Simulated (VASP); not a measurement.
Input of a VASP 6.6.1 run:

The input INCAR:

```
ALGO = Normal
EDIFF = 1E-7
ENCUT = 520
GGA = PS
ISIF = 2
ISMEAR = 0
LASPH = T
LCHARG = T
LELF = T
LREAL = F
LVHAR = T
LWAVE = F
NBANDS = 16
NELM = 60
PREC = Accurate
SIGMA = 0.01
```

The input KPOINTS:

```
k-points
0
Gamma
  5 5 5
```

The input POSCAR:

```
GaP
1.0
    0.0000000000      2.7252500000      2.7252500000
    2.7252500000      0.0000000000      2.7252500000
    2.7252500000      2.7252500000      0.0000000000
Ga P
1 1
Direct
    0.0165143023      0.0203199556     -0.0185649439
    0.2665363961      0.2702602478      0.2314547957
```

Potentials or basis: VASP PAW PBE potentials, release 64 (Ga_d, P).

Run with:

```sh
$ cat potpaw_PBE.64/Ga_d/POTCAR potpaw_PBE.64/P/POTCAR > POTCAR
$ mpirun -np 1 vasp_std > vasp.out
```

**Question.** What does it give for the pressure?

**Answer.** -0.5 GPa.

**Question.** What does it give for the band gap on the k mesh?

**Answer.** 1.47 eV, indirect (least direct gap 1.74 eV).

Caveat: the PAW data sets were made with another functional, which shifts forces and pressure a little. A k mesh can miss the band edges.
